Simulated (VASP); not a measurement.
Here is a VASP 6.6.1 calculation.

The input INCAR:

```
PREC = Accurate
ENCUT = 520
EDIFF = 1E-6
ISMEAR = 0
SIGMA = 0.1
LREAL = False
LASPH = True
NELM = 60
ALGO = Normal
ISIF = 2
LWAVE = False
LCHARG = True
GGA = PE
LELF = True
LVHAR = True
NBANDS = 25
```

Contents of KPOINTS:

```
Automatic mesh
0
Gamma
  6 6 4
```

Contents of POSCAR:

```
TaAgS2
1.0
    3.3093475565      0.0000000025      0.0000000000
   -1.6546737804      2.8659790526      0.0000000000
    0.0000000000      0.0000000000      7.7407932102
Ta Ag S
1 1 2
Direct
    0.0000000000      0.0000000000      0.5000000000
    0.0000000000      0.0000000000      0.0000000000
    0.3333333333      0.6666666667      0.2933040722
    0.6666666667      0.3333333333      0.7066959278
```

Potentials or basis: VASP PAW PBE potentials, release 64 (Ta_pv, Ag, S).

Launch:

```sh
$ cat potpaw_PBE.64/Ta_pv/POTCAR potpaw_PBE.64/Ag/POTCAR potpaw_PBE.64/S/POTCAR > POTCAR
$ mpirun -np 1 vasp_std > vasp.out
```

**Question.** What does it give for the largest force?

**Answer.** 0.010 eV/Å.

**Question.** Predict the pressure.

**Answer.** 0.0 GPa.

**Question.** What does it give for the band gap on the k mesh?

**Answer.** Zero (bands 17 and 18 overlap by 1.61 eV).

Forces in eV/Å, atoms in the order of the input:
```
Ta   0.000  0.000  0.000
Ag   0.000  0.000  0.000
S    0.000  0.000 -0.010
S    0.000  0.000  0.010
```

Caveat: the k points lie up to 0.37 Å⁻¹ apart, too coarse for converged energies and pressures of a metal; spin-orbit coupling is left out, which moves the levels of the heavy elements.
